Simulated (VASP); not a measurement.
A run of VASP 6.6.1 is set up as follows.

File INCAR:

```
SYSTEM = W3Br
PREC = Accurate ; ENCUT = 520
EDIFF = 1E-6 ; ISMEAR = 0
SIGMA = 0.2 ; LREAL = .False.
LASPH = .True. ; NELM = 80
ALGO = Normal ; ISIF = 2
LWAVE = .False. ; LCHARG = .False.
GGA = PE ; NBANDS = 32
```

Contents of KPOINTS:

```
Automatic mesh
0
Gamma
  6 6 3
  0 0 0
```

The input POSCAR:

```
W3Br
1.0
    4.6509488669      0.0000000000      0.0000000000
   -2.3254744334      4.0278398704      0.0000000000
    0.0000000000      0.0000000000      4.9143401044
W Br
3 1
Direct
    0.3377466436      0.0000000000      0.0000000000
    0.0000000000      0.3377466436      0.0000000000
    0.6622533564      0.6622533564      0.0000000000
    0.0000000000      0.0000000000      0.5000000000
```

Potentials or basis: VASP PAW PBE potentials, release 64 (W_sv, Br).

Run with:

```bash
$ cat potpaw_PBE.64/W_sv/POTCAR potpaw_PBE.64/Br/POTCAR > POTCAR
$ mpirun -np 1 vasp_std > vasp.out
```

Task: Predict the pressure.

Result: 0.4 GPa.

Task: Estimate the band gap on the k mesh.

Result: Zero (an odd number of electrons rules out a gap without spin polarisation).

Task: Estimate the largest force.

Result: 0.016 eV/Å.

Stress tensor (GPa, compression positive):
```
0.53 0.00 0.00
0.00 0.53 0.00
0.00 0.00 0.01
```

Caveat: the k points lie up to 0.43 Å⁻¹ apart, too coarse for converged energies and pressures of a metal; spin-orbit coupling is left out, which moves the levels of the heavy elements.
